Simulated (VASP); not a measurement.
# AlN (pbesol) (F-43m) in VASP: a series of runs, part 2 of 2

VASP 6.6.1.

## (4) Relaxation of cell and atoms, PBEsol

This run uses another cell than the first one, of 10.42 Å³/atom, 0.993 times its volume.

Input file INCAR:

```
SYSTEM = AlN
  ALGO = Normal
  EDIFF = 1E-7
  EDIFFG = -0.002
  ENCUT = 600
  GGA = PS
  GGA_COMPAT = .FALSE.
  IBRION = 2
  ISIF = 3
  ISMEAR = 0
  LASPH = .TRUE.
  LCHARG = .FALSE.
  LREAL = .FALSE.
  LWAVE = .FALSE.
  NELM = 120
  NELMIN = 4
  NSW = 100
  PREC = Accurate
  SIGMA = 0.02
```

Input file KPOINTS:

```
k-points
0
G
  10 10 10
  0 0 0
```

Input file POSCAR:

```
AlN
1.0
    0.0000000000      2.1839935596      2.1839935596
    2.1839935596      0.0000000000      2.1839935596
    2.1839935596      2.1839935596      0.0000000000
Al N
1 1
Direct
    0.0000000000      0.0000000000      0.0000000000
    0.7500000000      0.7500000000      0.7500000000
```

Potentials or basis: VASP PAW PBE potentials, release 64 (Al, N).

Launch:

```console
$ cat potpaw_PBE.64/Al/POTCAR potpaw_PBE.64/N/POTCAR > POTCAR
$ mpirun -np 1 vasp_std > vasp.out
```

OUTCAR:

```text
SYSTEM = AlN
   EDIFF = 1E-7
   EDIFFG = -0.002
   ENCUT = 600
   GGA = PS
   IBRION = 2
   ISIF = 3
   ISMEAR = 0
   LASPH = .TRUE.
   LREAL = .FALSE.
   NELM = 120
   NELMIN = 4
   NSW = 100
   PREC = Accurate

 ion  position               nearest neighbor table
   1  0.000  0.000  0.000-   2 1.89   2 1.89   2 1.89   2 1.89
   2  0.750  0.750  0.750-   1 1.89   1 1.89   1 1.89   1 1.89

  LATTYP: Found a face centered cubic cell.
 ALAT       =     4.3679871192

  Lattice vectors:

 A1 = (   0.0000000000,   2.1839935596,   2.1839935596)
 A2 = (   2.1839935596,   0.0000000000,   2.1839935596)
 A3 = (   2.1839935596,   2.1839935596,   0.0000000000)

Analysis of symmetry for initial positions (statically):
=====================================================================
 Subroutine PRICEL returns:
 Original cell was already a primitive cell.

 Routine SETGRP: Setting up the symmetry group for a
 face centered cubic supercell.

 Subroutine GETGRP returns: Found 24 space group operations
 (whereof 24 operations were pure point group operations)
 out of a pool of 48 trial point group operations.

[... 170 lines left out ...]
  --------------------------------------------------------------------------------------
  -------------------------------------------------------------------------------------
  Total        0.1571595      0.1571595      0.1571595     -0.0000000     -0.0000000     -0.0000000
  in kB       12.0855719     12.0855719     12.0855719     -0.0000000     -0.0000000     -0.0000000
  external PRESSURE =      12.0855719 kB  Pullay stress =       0.0000000 kB
[... 59 lines left out ...]
--------------------------------------- Ionic step        3  -------------------------------------------

 number of electron       7.9999999 magnetization

 Free energy of the ion-electron system (eV)
  ---------------------------------------------------
  ext. energy  EPLUGINS =         0.00000000
  ---------------------------------------------------
  free energy    TOTEN  =       -15.61282758 eV

  energy without entropy =      -15.61282758  energy(sigma->0) =      -15.61282758

 E-fermi :   5.9413     XC(G=0): -11.1035

 val. band max:        5.8221509802   @ k =   0.0000   0.0000   0.0000
 cond. band min:       9.0068137176   @ k =   0.5000   0.5000   0.0000
 fundamental gap:      3.1846627374
 Fermi energy:         5.9412855531

 k-point     1 :       0.0000    0.0000    0.0000
  band No.  band energies     occupation
      1      -9.1023      2.00000
      2       5.8222      2.00000
      3       5.8222      2.00000
      4       5.8222      2.00000
      5       9.9035      0.00000
      6      18.2336      0.00000
      7      18.2336      0.00000
      8      18.2336      0.00000
[... 243 lines left out ...]
 k-point    24 :       0.4000    0.3000    0.0000
  band No.  band energies     occupation
      1      -7.0807      2.00000
      2       1.6532      2.00000
      3       4.1087      2.00000
      4       4.4115      2.00000
      5      10.6090      0.00000
      6      15.1917      0.00000
      7      17.9257      0.00000
      8      20.2455      0.00000

 [... further k-points ...]
[... 5 lines left out ...]
  --------------------------------------------------------------------------------------
  -------------------------------------------------------------------------------------
  Total        0.0009117      0.0009117      0.0009117      0.0000000      0.0000000      0.0000000
  in kB        0.0696993      0.0696993      0.0696993      0.0000000      0.0000000      0.0000000
  external PRESSURE =       0.0696993 kB  Pullay stress =       0.0000000 kB
[... 17 lines left out ...]
  FREE ENERGIE OF THE ION-ELECTRON SYSTEM (eV)
  ---------------------------------------------------
  free  energy   TOTEN  =       -15.6128275758 eV

  energy  without entropy=      -15.6128275758  energy(sigma->0) =      -15.61282758

 reached required accuracy - stopping structural energy minimisation
```

CONTCAR:

```text
AlN
   1.00000000000000
    -0.0000000000000000    2.1882912395432563    2.1882912395432563
     2.1882912395432563   -0.0000000000000000    2.1882912395432563
     2.1882912395432563    2.1882912395432563   -0.0000000000000000
  Al              N
     1     1
Direct
     0.0000000000000000    0.0000000000000000    0.0000000000000000
     0.7500000000000000    0.7500000000000000    0.7500000000000000

  0.00000000E+00  0.00000000E+00  0.00000000E+00
  0.00000000E+00  0.00000000E+00  0.00000000E+00
```

Run time: 22 s. Hardware: 1 thread of AMD EPYC 9R45 (Zen 5), shared host; peak memory 0.12 GiB.

What came out:

* Free energy: -15.6128 eV
* Relaxed volume: 10.48 Å³/atom
* Relaxed cell: a = 3.095 Å, b = 3.095 Å, c = 3.095 Å, α = 60.00°, β = 60.00°, γ = 60.00°
* Space group after relaxing (to 0.05 Å): F-43m (No. 216)
* Energy gained by relaxing: 0.2 meV/atom
* Ionic steps: 3
* Pressure after relaxing: 0.0 GPa
* Band gap on the k mesh: 3.18 eV, indirect (least direct gap 4.08 eV)

The path:
| step | energy change (eV) | largest force (eV/Å) | pressure (GPa) | volume (Å³) |
| --- | --- | --- | --- | --- |
| 1 | 0.0000 | 0.0000 | 1.21 | 20.83 |
| 2 | -0.0001 | 0.0000 | -1.08 | 21.07 |
| 3 | -0.0005 | 0.0000 | 0.01 | 20.96 |

Final structure:
```
Al N
1.0
     0.00000    2.18829    2.18829
     2.18829    0.00000    2.18829
     2.18829    2.18829    0.00000
Al N
1 1
Direct
  0.00000 0.00000 0.00000
  0.75000 0.75000 0.75000
```

Caveat: the PAW data sets were made with another functional, which shifts forces and pressure a little.
